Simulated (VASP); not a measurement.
Crystal: CoSi (WC type).

```
CELL_PARAMETERS angstrom
3.02724 0.00000 0.00000
-1.51362 2.62167 0.00000
0.00000 0.00000 2.96670
ATOMIC_POSITIONS crystal
Co 0.00000 0.00000 0.00000
Si 0.33333 0.66667 0.50000
```

- Program: VASP 6.6.1
- Task: relaxation of cell and atoms
- Functional: PBE
- Potentials or basis: VASP PAW PBE potentials, release 64 (Co, Si)
- Cutoff: 600 eV
- k mesh: 16 × 16 × 14
- Occupations: fermi-dirac, width 0.05 eV
- Spin: no spin polarisation

At the start: pressure 4.9 GPa; volume 11.77 Å³/atom.

Q: Where does the relaxation end?

A: Over 21 steps the energy falls by 114.3 meV/atom and the volume is 11.30 Å³/atom (-4.0 %); space group P-6m2 (No. 187, to 0.05 Å).

The path:
```
step  energy change (eV)  largest force (eV/Å)  pressure (GPa)  volume (Å³)
   1              0.0000                0.0000            4.92        23.55
   2              0.0008                0.0000           -4.70        24.80
   3             -0.0091                0.0000           -0.05        24.15
   4             -0.0091                0.0000            0.05        24.13
   5             -0.0092                0.0000            0.08        24.13
   6             -0.0092                0.0000            0.03        24.13
   7             -0.0096                0.0000           -0.01        24.11
   8             -0.0109                0.0000           -0.08        24.09
   9             -0.0158                0.0000           -0.25        24.04
  10             -0.0336                0.0000           -0.64        23.92
  11             -0.0976                0.0000           -1.37        23.65
  12             -0.2236                0.0000           -1.85        22.94
  13             -0.2245                0.0000           -1.19        22.65
  14             -0.2277                0.0000           -1.61        22.80
  15             -0.2277                0.0000           -1.52        22.77
  16             -0.2285                0.0000           -0.55        22.66
  17             -0.2286                0.0000           -0.09        22.61
  18             -0.2286                0.0000            0.04        22.60
  19             -0.2286                0.0000            0.04        22.60
  20             -0.2286                0.0000            0.06        22.60
  21             -0.2286                0.0000            0.04        22.61
```

Final structure:
```yaml
crystal:
  lattice:
    - [2.73575, 0.00000, 0.00000]
    - [-1.36787, 2.36923, 0.00000]
    - [0.00000, 0.00000, 3.48767]
  atoms:
    - { symbol: Co, position: [0.00000, 0.00000, 0.00000] }
    - { symbol: Si, position: [0.33333, 0.66667, 0.50000] }
```
